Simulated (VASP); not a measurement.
Here is a VASP 6.6.1 calculation.

Contents of INCAR:

```
ALGO = Normal
EDIFF = 1E-6
ENCUT = 750
GGA = PE
GGA_COMPAT = False
ISIF = 2
ISMEAR = 0
LASPH = True
LCHARG = False
LMAXMIX = 6
LREAL = False
LWAVE = False
NBANDS = 26
NELM = 200
PREC = Accurate
SIGMA = 0.2
```

File KPOINTS:

```
k-points
0
Gamma
  5 5 3
```

Contents of POSCAR:

```
Li4TmGe
1.0
    4.6530466453      0.0000000035      0.0000000000
   -2.3265233257      4.0296565981      0.0000000000
    0.0000000000      0.0000000000      5.9250314482
Li Tm Ge
4 1 1
Direct
    0.3333333333      0.6666666667      0.2085733433
    0.3333333333      0.6666666667      0.7914266567
    0.6666666667      0.3333333333      0.7914266567
    0.6666666667      0.3333333333      0.2085733433
    0.0000000000      0.0000000000      0.5000000000
    0.0000000000      0.0000000000      0.0000000000
```

Potentials or basis: VASP PAW PBE potentials, release 64 (Li_sv, Tm_3, Ge_d), 4f in core.

The run is started by

```console
$ cat potpaw_PBE.64/Li_sv/POTCAR potpaw_PBE.64/Tm_3/POTCAR potpaw_PBE.64/Ge_d/POTCAR > POTCAR
$ mpirun -np 1 vasp_std > vasp.out
```

Predict the largest force.

0.014 eV/Å.

Predict the band gap on the k mesh.

zero (an odd number of electrons rules out a gap without spin polarisation).

What does it give for the pressure?

-0.4 GPa.

Stress tensor (GPa, compression positive):
```
-0.50  0.00  0.00
 0.00 -0.50  0.00
 0.00  0.00 -0.22
```

Caveat: spin-orbit coupling is left out, which moves the levels of the heavy elements; the 4f electrons are frozen in the core, so they carry no moment and show no levels. Spin polarisation is off, so any magnetic state and its effect on volume and gap are missing.
